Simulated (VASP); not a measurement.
# Cd (Fm-3m) in VASP: notebook

Cd is run at these levels: PBE; tasks: single point.

Everything below comes from runs of VASP 6.6.1. Logs are shortened: lines on timing, memory, paths and dates and some standing lists are left out, and cuts for length are marked.

## (1) The cell of the first run

It takes space group Fm-3m (No. 225, cubic). The conventional cell has a = 4.312 Å, b = 4.312 Å, c = 4.312 Å, α = 90.00°, β = 90.00°, γ = 90.00°. Cd (site symmetry m-3m) has 12 Cd at 3.05 Å within 4.0 Å.

## (2) Single point, PBE (volume scaled by 0.88)

The input, INCAR:

```
PREC = Accurate ; ENCUT = 520
EDIFF = 1E-7 ; ISMEAR = -1
SIGMA = 0.08 ; LREAL = F
LASPH = T ; NELM = 100
ALGO = Normal ; ISIF = 2
LWAVE = F ; LCHARG = F
GGA = PE ; NBANDS = 12
```

The input, KPOINTS:

```
Automatic mesh
0
Gamma
  14 14 14
```

The input, POSCAR:

```
Cd
1.0
    0.0000000000      2.1560221535      2.1560221535
    2.1560221535      0.0000000000      2.1560221535
    2.1560221535      2.1560221535      0.0000000000
Cd
1
Direct
    0.0000000000      0.0000000000      0.0000000000
```

Potentials or basis: VASP PAW PBE potentials, release 64 (Cd).

On the command line:

```bash
$ cat potpaw_PBE.64/Cd/POTCAR > POTCAR
$ mpirun -np 1 vasp_std > vasp.out
```

OUTCAR:

```text
PREC = Accurate
   ENCUT = 520
   EDIFF = 1E-7
   ISMEAR = -1
   LREAL = F
   LASPH = T
   NELM = 100
   ISIF = 2
   GGA = PE

 ion  position               nearest neighbor table
   1  0.000  0.000  0.000-

  LATTYP: Found a face centered cubic cell.
 ALAT       =     4.3120443070

  Lattice vectors:

 A1 = (   0.0000000000,   2.1560221535,   2.1560221535)
 A2 = (   2.1560221535,   0.0000000000,   2.1560221535)
 A3 = (   2.1560221535,   2.1560221535,   0.0000000000)

Analysis of symmetry for initial positions (statically):
=====================================================================
 Subroutine PRICEL returns:
 Original cell was already a primitive cell.

 Routine SETGRP: Setting up the symmetry group for a
 face centered cubic supercell.

 Subroutine GETGRP returns: Found 48 space group operations
 (whereof 48 operations were pure point group operations)
 out of a pool of 48 trial point group operations.

The static configuration has the point symmetry O_h .

Analysis of symmetry for dynamics (positions and initial velocities):
=====================================================================
 Subroutine PRICEL returns:
 Original cell was already a primitive cell.

 Routine SETGRP: Setting up the symmetry group for a
 face centered cubic supercell.

 Subroutine GETGRP returns: Found 48 space group operations
 (whereof 48 operations were pure point group operations)
 out of a pool of 48 trial point group operations.

The dynamic configuration has the point symmetry O_h .

 Subroutine INISYM returns: Found 48 space group operations
 (whereof 48 operations are pure point group operations),
 and found     1 'primitive' translations

----------------------------------------------------------------------------------------

                                     Primitive cell

  volume of cell :      20.0442

  direct lattice vectors                    reciprocal lattice vectors
     0.000000000  2.156022153  2.156022153    -0.231908563  0.231908563  0.231908563
     2.156022153  0.000000000  2.156022153     0.231908563 -0.231908563  0.231908563
     2.156022153  2.156022153  0.000000000     0.231908563  0.231908563 -0.231908563

  length of vectors
     3.049075770  3.049075770  3.049075770     0.401677414  0.401677414  0.401677414

  position of ions in fractional coordinates (direct lattice)
     0.000000000  0.000000000  0.000000000

  ion indices of the primitive-cell ions
   primitive index   ion index
                 1           1

----------------------------------------------------------------------------------------

 KPOINTS: Automatic mesh

Automatic generation of k-mesh.
 Grid dimensions read from file:
 generate k-points for:   14   14   14

 Generating k-lattice:

  Cartesian coordinates                     Fractional coordinates (reciprocal lattice)
    -0.016564897  0.016564897  0.016564897     0.071428571  0.000000000  0.000000000
     0.016564897 -0.016564897  0.016564897     0.000000000  0.071428571  0.000000000
     0.016564897  0.016564897 -0.016564897     0.000000000  0.000000000  0.071428571

  Length of vectors
     0.028691244  0.028691244  0.028691244

  Shift w.r.t. Gamma in fractional coordinates (k-lattice)
     0.000000000  0.000000000  0.000000000

 Subroutine IBZKPT returns following result:
 ===========================================

 Found    104 irreducible k-points:

 Following reciprocal coordinates:
            Coordinates               Weight
  0.000000  0.000000  0.000000      1.000000
  0.071429  0.000000  0.000000      8.000000
  0.142857  0.000000  0.000000      8.000000
  0.214286  0.000000  0.000000      8.000000
  0.285714  0.000000  0.000000      8.000000
  0.357143  0.000000  0.000000      8.000000
[... 16 lines left out ...]
  0.214286  0.142857  0.000000     24.000000
  0.285714  0.142857  0.000000     24.000000
 [... further k-points ...]
   k-points           NKPTS =    104   k-points in BZ     NKDIM =    104   number of bands    NBANDS=     12
   number of dos      NEDOS =    301   number of ions     NIONS =      1
   total plane-waves  NPLWV =  13824
   dimension x,y,z NGX =    24 NGY =   24 NGZ =   24
   dimension x,y,z NGXF=    48 NGYF=   48 NGZF=   48
   ions per type =               1
   NGX,Y,Z   is equivalent  to a cutoff of  13.09, 13.09, 13.09 a.u.
   NGXF,Y,Z  is equivalent  to a cutoff of  26.17, 26.17, 26.17 a.u.
 SYSTEM =  unknown system
   PREC   = accura    normal or accurate (medium, high low for compatibility)
   ISTART =      0    job   : 0-new  1-cont  2-samecut
   ICHARG =      2    charge: 1-file 2-atom 10-const
   ISPIN  =      1    spin polarized calculation?
   LNONCOLLINEAR =      F non collinear calculations
   LSORBIT =      F    spin-orbit coupling
   LASPH  =      T    aspherical Exc in radial PAW
   ENCUT  =  520.0 eV  38.22 Ry    6.18 a.u.   5.67  5.67  5.67*2*pi/ulx,y,z
   NELM   =    100;   NELMIN=  2; NELMDL= -5     # of ELM steps
   EDIFF  = 0.1E-06   stopping-criterion for ELM
   LREAL  =      F    real-space projection
   EDIFFG = 0.1E-05   stopping-criterion for IOM
   NSW    =      0    number of steps for IOM
   IBRION =     -1    ionic relax: 0-MD 1-quasi-New 2-CG
   NFREE  =      0    steps in history (QN), initial steepest desc. (CG)
   ISIF   =      2    stress and relaxation
   ISYM   =      2    0-nonsym 1-usesym 2-fastsym
   POTIM  = 0.5000    time-step for ionic-motion
   TEBEG  =    0.0;   TEEND  =   0.0 temperature during run
   PSTRESS=    0.0 pullay stress
   NELECT =      12.0000    total number of electrons
   NUPDOWN=      -1.0000    fix difference up-down
   EMIN   =  10.00;   EMAX   =-10.00  energy-range for DOS
   EFERMI =   0.00;   METHOD = LEGACY
   ISMEAR =    -1;   SIGMA  =   0.08  broadening in eV -4-tet -1-fermi 0-gaus
   EFERMI_NEDOS =   21; number of points for ismear=-14 and -15
   IALGO  =     38    algorithm
   IMIX   =      4    mixing-type and parameters
     AMIX     =   0.40;   BMIX     =  1.00
     AMIX_MAG =   1.60;   BMIX_MAG =  1.00
  volume/ion in A,a.u.               =      20.04       135.27
  Fermi-wavevector in a.u.,A,eV,Ry     =   1.379766  2.607379 25.902139  1.903754
  Thomas-Fermi vector in A             =   2.504705
   LORBIT       =      0    0 simple, 1 ext, 2 COOP (PROOUT), +10 PAW based schemes
   GGA     = PE    functional components
   LHFCALC =     F    Hartree Fock is set to
   AEXX    =    0.0000 exact exchange contribution
   IVDW    =     0    specifies the selected vdW correction
   LEPSILON=     F    determine dielectric tensor
   LRPA    =     F    only Hartree local field effects (RPA)
 non-spin polarized calculation
  energy-cutoff  :      520.00
  volume of cell :       20.04
 maximum number of plane-waves:       552
   NGX = 11   NGY = 11   NGZ = 11

 number of electron      11.9999995 magnetization

 Free energy of the ion-electron system (eV)
  ---------------------------------------------------
  ext. energy  EPLUGINS =         0.00000000
  ---------------------------------------------------
  free energy    TOTEN  =        -0.68328972 eV

  energy without entropy =       -0.67865519  energy(sigma->0) =       -0.68097246

 E-fermi :   3.4820     XC(G=0): -11.4452

 val. band max:        3.2800606896   @ k =  -0.4286   0.0714   0.0000
 cond. band min:       3.5775048553   @ k =   0.5000   0.1429   0.0000
 fundamental gap:      0.2974441658
 Fermi energy:         3.4820169174

 k-point     1 :       0.0000    0.0000    0.0000
  band No.  band energies     occupation
      1      -5.9607      2.00000
      2      -5.9005      2.00000
      3      -5.9005      2.00000
      4      -5.9005      2.00000
      5      -5.3554      2.00000
      6      -5.3554      2.00000
      7      17.6813      0.00000
      8      19.2935      0.00000
      9      19.2935      0.00000
     10      19.2935      0.00000
     11      22.8340      0.00000
     12      22.8340      0.00000

 k-point     2 :       0.0714    0.0000    0.0000
  band No.  band energies     occupation
      1      -5.9415      2.00000
      2      -5.8753      2.00000
      3      -5.8753      2.00000
      4      -5.7945      2.00000
      5      -5.3618      2.00000
      6      -5.3618      2.00000
      7      17.0112      0.00000
      8      18.2194      0.00000
      9      19.0949      0.00000
     10      19.0949      0.00000
     11      23.1701      0.00000
     12      23.1812      0.00000

 k-point     3 :       0.1429    0.0000    0.0000
  band No.  band energies     occupation
      1      -6.0305      2.00000
      2      -5.8175      2.00000
      3      -5.8175      2.00000
      4      -5.3652      2.00000
      5      -5.3652      2.00000
      6      -5.3239      2.00000
      7      14.3837      0.00000
      8      18.0391      0.00000
      9      18.6505      0.00000
     10      18.6505      0.00000
     11      22.7531      0.00000
     12      23.7552      0.00000
[... 286 lines left out ...]
 k-point    23 :       0.2143    0.1429    0.0000
  band No.  band energies     occupation
      1      -6.1184      2.00000
      2      -5.7288      2.00000
      3      -5.6720      2.00000
      4      -5.6431      2.00000
      5      -5.2299      2.00000
      6      -4.5075      2.00000
      7      13.7969      0.00000
      8      15.4881      0.00000
      9      16.7204      0.00000
     10      18.2552      0.00000
     11      18.8367      0.00000
     12      24.9980      0.00000

 k-point    24 :       0.2857    0.1429    0.0000
  band No.  band energies     occupation
      1      -6.1940      2.00000
      2      -5.7709      2.00000
      3      -5.6383      2.00000
      4      -5.6145      2.00000
      5      -5.1350      2.00000
      6      -3.6211      2.00000
      7      10.9950      0.00000
      8      14.8853      0.00000
      9      16.4611      0.00000
     10      16.9785      0.00000
     11      20.2089      0.00000
     12      24.5042      0.00000

 [... further k-points ...]

------------------------ aborting loop because EDIFF is reached ----------------------------------------

  FORCE on cell =-STRESS in cart. coord.  units (eV):
  Direction    XX          YY          ZZ          XY          YZ          ZX
  --------------------------------------------------------------------------------------
  -------------------------------------------------------------------------------------
  Total        1.0669549      1.0669549      1.0669549      0.0000000     -0.0000000      0.0000000
  in kB       85.2838862     85.2838862     85.2838862      0.0000000     -0.0000000      0.0000000
  external PRESSURE =      85.2838862 kB  Pullay stress =       0.0000000 kB

 VOLUME and BASIS-vectors are now :
 -----------------------------------------------------------------------------
  energy-cutoff  :      520.00
  volume of cell :       20.04
      direct lattice vectors                 reciprocal lattice vectors
     0.000000000  2.156022153  2.156022153    -0.231908563  0.231908563  0.231908563
     2.156022153  0.000000000  2.156022153     0.231908563 -0.231908563  0.231908563
     2.156022153  2.156022153  0.000000000     0.231908563  0.231908563 -0.231908563

 POSITION                                       TOTAL-FORCE (eV/Angst)
 -----------------------------------------------------------------------------------
      0.00000      0.00000      0.00000        -0.000000     -0.000000      0.000000
 -----------------------------------------------------------------------------------
    total drift:                               -0.000000      0.000000     -0.000000

  FREE ENERGIE OF THE ION-ELECTRON SYSTEM (eV)
  ---------------------------------------------------
  free  energy   TOTEN  =        -0.6832897226 eV

  energy  without entropy=       -0.6786551945  energy(sigma->0) =       -0.68097246
```

It took 8.7 s on 1 thread of Intel Xeon Platinum 8375C at 2.90GHz (Ice Lake), shared host; peak memory 0.15 GiB.

What came out:

| Item | Value |
| --- | --- |
| Free energy | -0.6833 eV |
| Pressure | 8.5 GPa |
| Band gap on the k mesh | zero (band 6 reaches 4.89 eV, above the bottom of band 7 at 2.32 eV) |

## (3) Single point, PBE (volume scaled by 0.88)

The input, INCAR:

```
SYSTEM = Cd
PREC = Accurate ; ENCUT = 520
EDIFF = 1E-6 ; ISMEAR = -1
SIGMA = 0.08 ; LREAL = .FALSE.
LASPH = .TRUE. ; NELM = 80
ALGO = Normal ; ISIF = 2
LWAVE = .FALSE. ; LCHARG = .TRUE.
GGA = PE ; LELF = .TRUE.
LVHAR = .TRUE. ; NBANDS = 12
```

The input, KPOINTS:

```
Automatic mesh
0
G
  14 14 14
  0 0 0
```

POSCAR is that of step 2.

Potentials or basis: VASP PAW PBE potentials, release 64 (Cd).

On the command line:

```bash
$ cat potpaw_PBE.64/Cd/POTCAR > POTCAR
$ mpirun -np 1 vasp_std > vasp.out
```

Run time: 36 s. Hardware: 1 thread of AMD EPYC 7R13, shared host; peak memory 0.12 GiB.

Results (log left out):

* Free energy: -0.6833 eV
* Pressure: 8.5 GPa
* Band gap on the k mesh: zero (band 6 reaches 4.89 eV, above the bottom of band 7 at 2.32 eV)

Levels at points of the mesh, in eV from the Fermi level:
| k point | band 2 | band 3 | band 4 | band 5 | band 6 | band 7 | band 8 | band 9 | band 10 | band 11 |
| --- | --- | --- | --- | --- | --- | --- | --- | --- | --- | --- |
| (0.00, 0.00, 0.00) | -9.38 | -9.38 | -9.38 | -8.84 | -8.84 | 14.20 | 15.81 | 15.81 | 15.81 | 19.35 |
| (0.50, 0.00, 0.00) | -9.38 | -9.38 | -8.39 | -8.39 | -2.67 | -1.17 | 13.28 | 13.35 | 13.35 | 17.27 |
| (0.50, 0.50, 0.00) | -10.09 | -8.42 | -8.28 | -8.28 | -1.03 | 1.73 | 7.10 | 7.10 | 11.68 | 11.88 |
